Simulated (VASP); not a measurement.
Te2Mo:

```
Te Mo
1.0
     3.58720    0.00000    0.00000
    -1.79360    3.10661    0.00000
     0.00000    0.00000   14.24766
Te Mo
4 2
Direct
  0.66667 0.33333 0.37900
  0.33333 0.66667 0.87900
  0.66667 0.33333 0.12100
  0.33333 0.66667 0.62100
  0.66667 0.33333 0.75000
  0.33333 0.66667 0.25000
```

Base run:

- Program: VASP 6.6.1
- Functional: BLYP
- Dispersion: D3(BJ)
- Potentials or basis: VASP PAW PBE potentials, release 64 (Te, Mo_sv)
- Cutoff: 520 eV
- k mesh: 9 × 9 × 2
- Occupations: fermi-dirac, width 0.05 eV
- Spin: no spin polarisation

Its results: band gap on the k mesh 0.82 eV, indirect (least direct gap 0.96 eV); pressure -3.8 GPa; largest force 0.256 eV/Å.

Q: The run is repeated on the same cell with these changes: functional from BLYP to PBE; dispersion from D3(BJ) to none. What comes out?

A: Band gap on the k mesh 0.80 eV, indirect (least direct gap 0.96 eV); pressure -2.5 GPa; largest force 0.557 eV/Å.

Several settings changed at once, so the effect can't be laid on one alone.

Caveats: spin-orbit coupling is left out, which moves the levels of the heavy elements; the PAW data sets were made with another functional, which shifts forces and pressure a little (some runs); this functional lacks dispersion, which binds the layers, so the pressure and a relaxed spacing across them are unreliable (some runs).

A k mesh can miss the band edges.
